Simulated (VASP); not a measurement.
**LiInC2Cl: single point with PBE**

LiInC2Cl:

```xyz
5
Lattice="5.1959 0.0000 0.0000 0.0000 5.1959 0.0000 0.0000 0.0000 5.1959" Properties=species:S:1:pos:R:3 pbc="T T T"
Li    0.0000    0.0000    0.0000
In    2.5980    2.5980    2.5980
C     2.5980    0.0000    0.0000
C     0.0000    2.5980    0.0000
Cl    0.0000    0.0000    2.5980
```

```yaml
Program: VASP 6.6.1
Task: single point
Functional: PBE
Potentials_or_basis: VASP PAW PBE potentials, release 64 (Li_sv, In_d, C, Cl)
Cutoff: 520 eV
k_mesh: 4 × 4 × 4
Occupations: gaussian, width 0.1 eV
Spin: no spin polarisation
Dipole_correction: no
Further_INCAR_settings: ALGO = Normal; EDIFF = 1e-06; NBANDS = 24
```

The band gap on the k mesh is zero (an odd number of electrons rules out a gap without spin polarisation).

Levels at points of the mesh, in eV from the Fermi level:
```
           k point  band 12  band 13  band 14  band 15  band 16  band 17  band 18  band 19
(0.00, 0.00, 0.00)    -2.49    -2.49    -0.47    -0.47    -0.08     0.36     0.63     0.63
(0.50, 0.00, 0.00)    -2.31    -1.59    -0.22    -0.19    -0.12    -0.02     0.27     0.43
(0.00, 0.00, 0.50)    -2.24    -2.24    -0.79    -0.79     0.13     0.51     0.69     0.69
(0.50, 0.50, 0.00)    -2.38    -2.38    -1.03     0.03     0.03     0.05     0.81     0.99
(0.00, 0.50, 0.50)    -2.13    -1.46    -0.55    -0.44    -0.35     0.10     0.21     0.52
(0.50, 0.50, 0.50)    -2.74    -2.74    -1.37    -0.23     0.21     0.21     0.83     1.00
```

It took 46 s on 1 thread of Intel(R) Xeon(R) Platinum 8259CL CPU @ 2.50GHz (Skylake/Cascade Lake), with other jobs on the host, peak memory 0.26 GiB.

Caveat: spin-orbit coupling is left out, which moves the levels of the heavy elements; an odd number of electrons without spin polarisation forces a metal; a magnetic or distorted state may lie lower.
